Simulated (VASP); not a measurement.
HCl, 2 atoms in the cell. It takes space group I4/mmm (No. 139, tetragonal). The conventional cell has a = 3.871 Å, b = 3.871 Å, c = 5.201 Å, α = 90.00°, β = 90.00°, γ = 90.00°. H (site symmetry 4/mmm) has 6 Cl at 2.60 to 2.74 Å within 3.4 Å. Within 3.4 Å of Cl (site symmetry 4/mmm) lie 6 H at 2.60 to 2.74 Å.  This cell differs from its parent crystal: strain +0.000 along x and y, -0.050 along z.

* Program: VASP 6.6.1
* Task: single point
* Functional: PBEsol
* Potentials or basis: VASP PAW PBE potentials, release 64 (H, Cl)
* Cutoff: 520 eV
* k mesh: 16 × 16 × 16
* Occupations: gaussian, width 0.15 eV
* Spin: no spin polarisation
* Dipole correction: no
* Further INCAR settings: ALGO = Normal; EDIFF = 1e-06; NBANDS = 11

Potentials or basis: VASP PAW PBE potentials, release 64 (H, Cl).

The run is started by

```sh
$ cat potpaw_PBE.64/H/POTCAR potpaw_PBE.64/Cl/POTCAR > POTCAR
$ mpirun -np 1 vasp_std > vasp.out
```

Hardware: 1 thread of Intel(R) Xeon(R) Platinum 8175M CPU @ 2.50GHz (Skylake/Cascade Lake) (shared host).

Task: Estimate the wall time of this run.

Result: It took 100 s on 1 thread of Intel(R) Xeon(R) Platinum 8175M CPU @ 2.50GHz (Skylake/Cascade Lake), with other jobs on the host, peak memory 0.26 GiB. Counts: scf iterations 13, k points 349.
